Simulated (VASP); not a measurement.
# Au (Fm-3m) in VASP: notebook

Runs on Au. Level: LDA. Tasks: single point.

All numbers are computed with VASP 6.6.1; they aren't measurements. Logs are shortened: lines on timing, memory, paths and dates and some standing lists are left out, and cuts for length are marked.

## (1) The cell of the first run

Symmetry: Fm-3m, No. 225, cubic system. Conventional cell: a = 3.317 Å, b = 3.317 Å, c = 3.317 Å, α = 90.00°, β = 90.00°, γ = 90.00°. Au (site symmetry m-3m) has 12 Au at 2.35 Å within 3.1 Å.

## (2) Single point, LDA (volume scaled by 0.55)

The input, INCAR:

```
SYSTEM = Au
PREC     = Accurate       ! precision mode
ENCUT    = 520            ! plane-wave cutoff, eV
EDIFF    = 1E-6           ! SCF threshold, eV
ISMEAR   = -1             ! smearing method
SIGMA    = 0.08           ! smearing width, eV
LREAL    = .FALSE.        ! projectors in reciprocal space
LASPH    = .TRUE.         ! aspherical terms in the spheres
NELM     = 60             ! most SCF steps
ALGO     = Normal         ! electronic algorithm
ISIF     = 2              ! what is computed and relaxed
LWAVE    = .FALSE.        ! write WAVECAR
LCHARG   = .FALSE.        ! write CHGCAR
GGA      = CA             ! functional
NBANDS   = 12             ! bands
```

The input, KPOINTS:

```
regular mesh
0
G
  18 18 18
  0 0 0
```

The input, POSCAR:

```
Au
1.0
    0.0000000000      1.6583970364      1.6583970364
    1.6583970364      0.0000000000      1.6583970364
    1.6583970364      1.6583970364      0.0000000000
Au
1
Direct
    0.0000000000      0.0000000000      0.0000000000
```

Potentials or basis: VASP PAW LDA potentials, release 64 (Au).

On the command line:

```
$ cat potpaw_LDA.64/Au/POTCAR > POTCAR
$ mpirun -np 1 vasp_std > vasp.out
```

OUTCAR:

```text
SYSTEM = Au
   PREC = Accurate
   ENCUT = 520
   EDIFF = 1E-6
   ISMEAR = -1
   LREAL = .FALSE.
   LASPH = .TRUE.
   NELM = 60
   ISIF = 2
   GGA = CA

 ion  position               nearest neighbor table
   1  0.000  0.000  0.000-

  LATTYP: Found a face centered cubic cell.
 ALAT       =     3.3167940728

  Lattice vectors:

 A1 = (   0.0000000000,   1.6583970364,   1.6583970364)
 A2 = (   1.6583970364,   0.0000000000,   1.6583970364)
 A3 = (   1.6583970364,   1.6583970364,   0.0000000000)

Analysis of symmetry for initial positions (statically):
=====================================================================
 Subroutine PRICEL returns:
 Original cell was already a primitive cell.

 Routine SETGRP: Setting up the symmetry group for a
 face centered cubic supercell.

 Subroutine GETGRP returns: Found 48 space group operations
 (whereof 48 operations were pure point group operations)
 out of a pool of 48 trial point group operations.

The static configuration has the point symmetry O_h .

Analysis of symmetry for dynamics (positions and initial velocities):
=====================================================================
 Subroutine PRICEL returns:
 Original cell was already a primitive cell.

 Routine SETGRP: Setting up the symmetry group for a
 face centered cubic supercell.

 Subroutine GETGRP returns: Found 48 space group operations
 (whereof 48 operations were pure point group operations)
 out of a pool of 48 trial point group operations.

The dynamic configuration has the point symmetry O_h .

 Subroutine INISYM returns: Found 48 space group operations
 (whereof 48 operations are pure point group operations),
 and found     1 'primitive' translations

----------------------------------------------------------------------------------------

                                     Primitive cell

  volume of cell :       9.1221

  direct lattice vectors                    reciprocal lattice vectors
     0.000000000  1.658397036  1.658397036    -0.301495956  0.301495956  0.301495956
     1.658397036  0.000000000  1.658397036     0.301495956 -0.301495956  0.301495956
     1.658397036  1.658397036  0.000000000     0.301495956  0.301495956 -0.301495956

  length of vectors
     2.345327581  2.345327581  2.345327581     0.522206314  0.522206314  0.522206314

  position of ions in fractional coordinates (direct lattice)
     0.000000000  0.000000000  0.000000000

  ion indices of the primitive-cell ions
   primitive index   ion index
                 1           1

----------------------------------------------------------------------------------------

 KPOINTS: regular mesh

Automatic generation of k-mesh.
 Grid dimensions read from file:
 generate k-points for:   18   18   18

 Generating k-lattice:

  Cartesian coordinates                     Fractional coordinates (reciprocal lattice)
    -0.016749775  0.016749775  0.016749775     0.055555556  0.000000000  0.000000000
     0.016749775 -0.016749775  0.016749775     0.000000000  0.055555556  0.000000000
     0.016749775  0.016749775 -0.016749775     0.000000000  0.000000000  0.055555556

  Length of vectors
     0.029011462  0.029011462  0.029011462

  Shift w.r.t. Gamma in fractional coordinates (k-lattice)
     0.000000000  0.000000000  0.000000000

 Subroutine IBZKPT returns following result:
 ===========================================

 Found    195 irreducible k-points:

 Following reciprocal coordinates:
            Coordinates               Weight
  0.000000  0.000000  0.000000      1.000000
  0.055556  0.000000  0.000000      8.000000
  0.111111  0.000000  0.000000      8.000000
  0.166667  0.000000  0.000000      8.000000
  0.222222  0.000000  0.000000      8.000000
  0.277778  0.000000  0.000000      8.000000
[... 16 lines left out ...]
 -0.277778  0.055556  0.000000     24.000000
 -0.222222  0.055556  0.000000     24.000000
 [... further k-points ...]
   k-points           NKPTS =    195   k-points in BZ     NKDIM =    195   number of bands    NBANDS=     12
   number of dos      NEDOS =    301   number of ions     NIONS =      1
   total plane-waves  NPLWV =   5832
   dimension x,y,z NGX =    18 NGY =   18 NGZ =   18
   dimension x,y,z NGXF=    36 NGYF=   36 NGZF=   36
   ions per type =               1
   NGX,Y,Z   is equivalent  to a cutoff of  12.76, 12.76, 12.76 a.u.
   NGXF,Y,Z  is equivalent  to a cutoff of  25.52, 25.52, 25.52 a.u.
 SYSTEM =  Au
   PREC   = accura    normal or accurate (medium, high low for compatibility)
   ISTART =      0    job   : 0-new  1-cont  2-samecut
   ICHARG =      2    charge: 1-file 2-atom 10-const
   ISPIN  =      1    spin polarized calculation?
   LNONCOLLINEAR =      F non collinear calculations
   LSORBIT =      F    spin-orbit coupling
   LASPH  =      T    aspherical Exc in radial PAW
   ENCUT  =  520.0 eV  38.22 Ry    6.18 a.u.   4.36  4.36  4.36*2*pi/ulx,y,z
   NELM   =     60;   NELMIN=  2; NELMDL= -5     # of ELM steps
   EDIFF  = 0.1E-05   stopping-criterion for ELM
   LREAL  =      F    real-space projection
   EDIFFG = 0.1E-04   stopping-criterion for IOM
   NSW    =      0    number of steps for IOM
   IBRION =     -1    ionic relax: 0-MD 1-quasi-New 2-CG
   NFREE  =      0    steps in history (QN), initial steepest desc. (CG)
   ISIF   =      2    stress and relaxation
   ISYM   =      2    0-nonsym 1-usesym 2-fastsym
   POTIM  = 0.5000    time-step for ionic-motion
   TEBEG  =    0.0;   TEEND  =   0.0 temperature during run
   PSTRESS=    0.0 pullay stress
   NELECT =      11.0000    total number of electrons
   NUPDOWN=      -1.0000    fix difference up-down
   EMIN   =  10.00;   EMAX   =-10.00  energy-range for DOS
   EFERMI =   0.00;   METHOD = LEGACY
   ISMEAR =    -1;   SIGMA  =   0.08  broadening in eV -4-tet -1-fermi 0-gaus
   EFERMI_NEDOS =   21; number of points for ismear=-14 and -15
   IALGO  =     38    algorithm
   IMIX   =      4    mixing-type and parameters
     AMIX     =   0.40;   BMIX     =  1.00
     AMIX_MAG =   1.60;   BMIX_MAG =  1.00
  volume/ion in A,a.u.               =       9.12        61.56
  Fermi-wavevector in a.u.,A,eV,Ry     =   1.742504  3.292856 41.311663  3.036322
  Thomas-Fermi vector in A             =   2.814757
   LORBIT       =      0    0 simple, 1 ext, 2 COOP (PROOUT), +10 PAW based schemes
   GGA     = CA    functional components
   LHFCALC =     F    Hartree Fock is set to
   AEXX    =    0.0000 exact exchange contribution
   IVDW    =     0    specifies the selected vdW correction
   LEPSILON=     F    determine dielectric tensor
   LRPA    =     F    only Hartree local field effects (RPA)
 non-spin polarized calculation
  energy-cutoff  :      520.00
  volume of cell :        9.12
 maximum number of plane-waves:       262
 NGX is ok and might be reduce to    18
   NGX =  9   NGY =  9   NGZ =  9

 number of electron      10.9999999 magnetization

 Free energy of the ion-electron system (eV)
  ---------------------------------------------------
  ext. energy  EPLUGINS =         0.00000000
  ---------------------------------------------------
  free energy    TOTEN  =         3.05396520 eV

  energy without entropy =        3.05843164  energy(sigma->0) =        3.05619842

 E-fermi :  25.4814     XC(G=0): -16.8544

 val. band max:       25.4667245329   @ k =  -0.2778   0.2222   0.0556
 cond. band min:      25.5535503805   @ k =  -0.2778   0.2222   0.0000
 fundamental gap:      0.0868258476
 Fermi energy:        25.4813635426

 k-point     1 :       0.0000    0.0000    0.0000
  band No.  band energies     occupation
      1       5.8033      2.00000
      2      14.1588      2.00000
      3      14.1588      2.00000
      4      14.1588      2.00000
      5      18.5346      2.00000
      6      18.5346      2.00000
      7      35.0222      0.00000
      8      43.0508      0.00000
      9      43.0508      0.00000
     10      43.0508      0.00000
     11      50.6145      0.00000
     12      59.6329      0.00000

 k-point     2 :       0.0556    0.0000    0.0000
  band No.  band energies     occupation
      1       6.0121      2.00000
      2      14.0377      2.00000
      3      14.2532      2.00000
      4      14.2532      2.00000
      5      18.4584      2.00000
      6      18.4584      2.00000
      7      35.4133      0.00000
      8      42.2510      0.00000
      9      43.4252      0.00000
     10      43.4252      0.00000
     11      51.7081      0.00000
     12      59.5929      0.00000

 k-point     3 :       0.1111    0.0000    0.0000
  band No.  band energies     occupation
      1       6.6033      2.00000
      2      13.7447      2.00000
      3      14.5000      2.00000
      4      14.5000      2.00000
      5      18.2883      2.00000
      6      18.2883      2.00000
      7      36.4770      0.00000
      8      40.6718      0.00000
      9      44.5166      0.00000
     10      44.5166      0.00000
     11      54.1101      0.00000
     12      59.3872      0.00000

 k-point     4 :       0.1667    0.0000    0.0000
  band No.  band energies     occupation
      1       7.4500      2.00000
      2      13.4824      2.00000
      3      14.7748      2.00000
      4      14.7748      2.00000
      5      18.2014      2.00000
      6      18.2014      2.00000
      7      37.5167      0.00000
      8      39.5798      0.00000
      9      46.2432      0.00000
     10      46.2432      0.00000
     11      55.6336      0.00000
     12      59.0262      0.00000

 k-point     5 :       0.2222    0.0000    0.0000
  band No.  band energies     occupation
      1       8.2738      2.00000
      2      13.5910      2.00000
      3      14.8788      2.00000
      4      14.8789      2.00000
      5      18.4451      2.00000
      6      18.4451      2.00000
      7      36.7092      0.00000
      8      40.6517      0.00000
      9      48.4991      0.00000
     10      48.4991      0.00000
     11      53.2124      0.00000
     12      56.1335      0.00000
[... 228 lines left out ...]
      1       8.7223      2.00000
      2      13.9798      2.00000
      3      14.2224      2.00000
      4      17.8575      2.00000
      5      20.8467      2.00000
      6      22.4441      2.00000
      7      33.6278      0.00000
      8      37.1274      0.00000
      9      45.4020      0.00000
     10      46.9257      0.00000
     11      55.4415      0.00000
     12      57.9264      0.00000

 k-point    22 :      -0.3333    0.0556    0.0000
  band No.  band energies     occupation
      1       8.8871      2.00000
      2      14.2561      2.00000
      3      14.4605      2.00000
      4      16.1916      2.00000
      5      19.7896      2.00000
      6      21.4412      2.00000
      7      34.4358      0.00000
      8      39.5156      0.00000
      9      47.0759      0.00000
     10      49.4337      0.00000
     11      52.2774      0.00000
     12      55.1589      0.00000

 k-point    23 :      -0.2778    0.0556    0.0000
  band No.  band energies     occupation
      1       8.9538      2.00000
      2      14.3828      2.00000
      3      14.7568      2.00000
      4      14.7845      2.00000
      5      18.7403      2.00000
      6      20.3651      2.00000
      7      35.4328      0.00000
      8      41.4480      0.00000
      9      48.7399      0.00000
     10      50.0951      0.00000
     11      52.0386      0.00000
     12      53.6265      0.00000

 k-point    24 :      -0.2222    0.0556    0.0000
  band No.  band energies     occupation
      1       8.6657      2.00000
      2      13.4995      2.00000
      3      14.8947      2.00000
      4      14.9836      2.00000
      5      17.9415      2.00000
      6      19.4322      2.00000
      7      36.6307      0.00000
      8      41.2389      0.00000
      9      47.9497      0.00000
     10      50.3893      0.00000
     11      50.9503      0.00000
     12      55.1741      0.00000

 [... further k-points ...]
[... 5 lines left out ...]
  --------------------------------------------------------------------------------------
  -------------------------------------------------------------------------------------
  Total       33.7674377     33.7674377     33.7674377      0.0000000      0.0000000      0.0000000
  in kB     5930.7983000   5930.7983000   5930.7983000      0.0000000      0.0000000      0.0000000
  external PRESSURE =    5930.7983000 kB  Pullay stress =       0.0000000 kB

 VOLUME and BASIS-vectors are now :
 -----------------------------------------------------------------------------
  energy-cutoff  :      520.00
  volume of cell :        9.12
      direct lattice vectors                 reciprocal lattice vectors
     0.000000000  1.658397036  1.658397036    -0.301495956  0.301495956  0.301495956
     1.658397036  0.000000000  1.658397036     0.301495956 -0.301495956  0.301495956
     1.658397036  1.658397036  0.000000000     0.301495956  0.301495956 -0.301495956

 POSITION                                       TOTAL-FORCE (eV/Angst)
 -----------------------------------------------------------------------------------
      0.00000      0.00000      0.00000         0.000000      0.000000      0.000000
 -----------------------------------------------------------------------------------
    total drift:                                0.000000     -0.000000      0.000000

  FREE ENERGIE OF THE ION-ELECTRON SYSTEM (eV)
  ---------------------------------------------------
  free  energy   TOTEN  =         3.0539652030 eV

  energy  without entropy=        3.0584316395  energy(sigma->0) =        3.05619842
```

Wall time 13 s (1 thread of AMD EPYC 9R45 (Zen 5), shared host); peak memory 0.1 GiB.

What came out:

```
Free energy : 3.0540 eV
Pressure    : 593.1 GPa
```

Levels at points of the mesh, in eV from the Fermi level:
| k point | band 3 | band 4 | band 5 | band 6 | band 7 | band 8 | band 9 | band 10 |
| --- | --- | --- | --- | --- | --- | --- | --- | --- |
| (0.00, 0.00, 0.00) | -11.32 | -11.32 | -6.95 | -6.95 | 9.54 | 17.57 | 17.57 | 17.57 |
| (0.50, 0.00, 0.00) | -11.55 | -5.23 | -3.45 | -3.45 | 7.47 | 9.36 | 19.14 | 19.14 |
| (0.50, 0.50, 0.00) | -3.49 | -2.44 | -2.44 | -1.57 | 10.16 | 10.16 | 12.53 | 24.01 |

Caveat: spin-orbit coupling is left out, which moves the levels of the heavy elements.

## (3) Single point, LDA (volume scaled by 0.64)

The input, INCAR:

```
PREC = Accurate ; ENCUT = 520
EDIFF = 1E-6 ; ISMEAR = -1
SIGMA = 0.08 ; LREAL = F
LASPH = T ; NELM = 100
ALGO = Normal ; ISIF = 2
LWAVE = F ; LCHARG = F
NBANDS = 12
```

The input, KPOINTS:

```
Automatic mesh
0
Gamma
  18 18 18
```

The input, POSCAR:

```
Au
1.0
    0.0000000000      1.7443258137      1.7443258137
    1.7443258137      0.0000000000      1.7443258137
    1.7443258137      1.7443258137      0.0000000000
Au
1
Direct
    0.0000000000      0.0000000000      0.0000000000
```

Potentials or basis: VASP PAW LDA potentials, release 64 (Au).

On the command line:

```
$ cat potpaw_LDA.64/Au/POTCAR > POTCAR
$ mpirun -np 1 vasp_std > vasp.out
```

Run time: 14 s. Hardware: 1 thread of AMD EPYC 9R45 (Zen 5), shared host; peak memory 0.1 GiB.

It converged, with:

```yaml
Free_energy: -0.9442 eV
Pressure: 298.7 GPa
```

Levels at points of the mesh, in eV from the Fermi level:
```
           k point  band 4  band 5  band 6  band 7  band 8  band 9
(0.00, 0.00, 0.00)   -9.02   -5.59   -5.59   11.62   18.53   18.53
(0.50, 0.00, 0.00)   -4.03   -2.87   -2.87    6.13   11.29   19.20
(0.50, 0.50, 0.00)   -2.10   -2.10   -0.91   10.41   10.41   10.48
```

Caveat: spin-orbit coupling is left out, which moves the levels of the heavy elements.

## (4) Single point, LDA (volume scaled by 0.64)

The input, INCAR:

```
SYSTEM = Au
ALGO = Normal
EDIFF = 1E-6
ENCUT = 520
ISIF = 2
ISMEAR = -1
LASPH = .TRUE.
LCHARG = .TRUE.
LELF = .TRUE.
LREAL = .FALSE.
LVHAR = .TRUE.
LWAVE = .FALSE.
NBANDS = 12
NELM = 100
PREC = Accurate
SIGMA = 0.08
```

The input, KPOINTS:

```
k-points
0
G
  18 18 18
  0 0 0
```

POSCAR is that of step 3.

On the command line:

```
$ cat potpaw_LDA.64/Au/POTCAR > POTCAR
$ mpirun -np 1 vasp_std > vasp.out
```

It took 15 s on 1 thread of AMD EPYC 9R45 (Zen 5), shared host; peak memory 0.1 GiB.

It converged, with:

```yaml
Free_energy: -0.9442 eV
Pressure: 298.7 GPa
```

Levels at points of the mesh, in eV from the Fermi level:
```
           k point  band 4  band 5  band 6  band 7  band 8  band 9
(0.00, 0.00, 0.00)   -9.02   -5.59   -5.59   11.62   18.53   18.53
(0.50, 0.00, 0.00)   -4.03   -2.87   -2.87    6.13   11.29   19.20
(0.50, 0.50, 0.00)   -2.10   -2.10   -0.91   10.41   10.41   10.48
```

Caveat: spin-orbit coupling is left out, which moves the levels of the heavy elements.

## (5) Single point, LDA (volume scaled by 0.72)

The input, INCAR:

```
  ALGO = Normal
  EDIFF = 1E-6
  ENCUT = 520
  ISIF = 2
  ISMEAR = -1
  LASPH = True
  LCHARG = False
  LREAL = False
  LWAVE = False
  NBANDS = 12
  NELM = 100
  PREC = Accurate
  SIGMA = 0.08
```

The input, KPOINTS:

```
k-points
0
Gamma
  18 18 18
```

The input, POSCAR:

```
Au
1.0
    0.0000000000      1.8141719536      1.8141719536
    1.8141719536      0.0000000000      1.8141719536
    1.8141719536      1.8141719536      0.0000000000
Au
1
Direct
    0.0000000000      0.0000000000      0.0000000000
```

On the command line:

```
$ cat potpaw_LDA.64/Au/POTCAR > POTCAR
$ mpirun -np 1 vasp_std > vasp.out
```

Run time: 19 s. Hardware: 1 thread of AMD EPYC 9R45 (Zen 5), shared host; peak memory 0.11 GiB.

Results (log left out):

- Free energy: -2.7935 eV
- Pressure: 160.7 GPa

Levels at points of the mesh, in eV from the Fermi level:
```tsv
k point	band 4	band 5	band 6	band 7	band 8	band 9
(0.00, 0.00, 0.00)	-7.60	-4.77	-4.77	12.78	18.89	18.89
(0.50, 0.00, 0.00)	-3.16	-2.54	-2.54	5.22	12.37	18.94
(0.50, 0.50, 0.00)	-1.92	-1.92	-0.39	9.08	10.45	10.45
```

Caveat: spin-orbit coupling is left out, which moves the levels of the heavy elements.

## (6) Single point, LDA (volume scaled by 0.8)

The input, INCAR:

```
PREC = Accurate ; ENCUT = 520
EDIFF = 1E-7 ; ISMEAR = -1
SIGMA = 0.08 ; LREAL = False
LASPH = True ; NELM = 60
ALGO = Normal ; ISIF = 2
LWAVE = False ; LCHARG = False
GGA = CA ; NBANDS = 12
```

The input, KPOINTS:

```
regular mesh
0
Gamma
  18 18 18
```

The input, POSCAR:

```
Au
1.0
    0.0000000000      1.8790180219      1.8790180219
    1.8790180219      0.0000000000      1.8790180219
    1.8790180219      1.8790180219      0.0000000000
Au
1
Direct
    0.0000000000      0.0000000000      0.0000000000
```

Potentials or basis: VASP PAW LDA potentials, release 64 (Au).

On the command line:

```
$ cat potpaw_LDA.64/Au/POTCAR > POTCAR
$ mpirun -np 1 vasp_std > vasp.out
```

Wall time 19 s (1 thread of AMD EPYC 9R45 (Zen 5), shared host); peak memory 0.11 GiB.

Results (log left out):

```
Free energy : -3.7709 eV
Pressure    : 82.1 GPa
```

Levels at points of the mesh, in eV from the Fermi level:
```
           k point  band 2  band 3  band 4  band 5  band 6  band 7  band 8  band 9  band 10  band 11
(0.00, 0.00, 0.00)   -6.54   -6.54   -6.54   -4.17   -4.17   13.55   18.99   18.99    18.99    24.93
(0.50, 0.00, 0.00)   -6.61   -6.61   -2.44   -2.30   -2.30    4.51   13.09   18.54    18.54    28.94
(0.50, 0.50, 0.00)   -9.63   -2.35   -1.79   -1.79    0.06    7.98   10.39   10.39    20.01    23.61
```

Caveat: spin-orbit coupling is left out, which moves the levels of the heavy elements.

## (7) The runs side by side

| cell | gap on the mesh (eV) | pressure (GPa) |
| --- | --- | --- |
| a = 2.345 Å, angles 60.0°, 1 atom | none | 593.1 |
| a = 2.467 Å, angles 60.0°, 1 atom | none | 298.7 |
| a = 2.566 Å, angles 60.0°, 1 atom | none | 160.7 |
| a = 2.657 Å, angles 60.0°, 1 atom | none | 82.1 |

Alike in all rows: task single point; level LDA; potentials or basis VASP PAW LDA potentials, release 64 (Au); no spin polarisation; k mesh 18 × 18 × 18; cutoff (eV) 520; smearing fermi-dirac 0.08 eV.

Caveats: spin-orbit coupling is left out, which moves the levels of the heavy elements.

Total energies depend on the potentials used, so only differences within one code and one set of settings carry meaning.
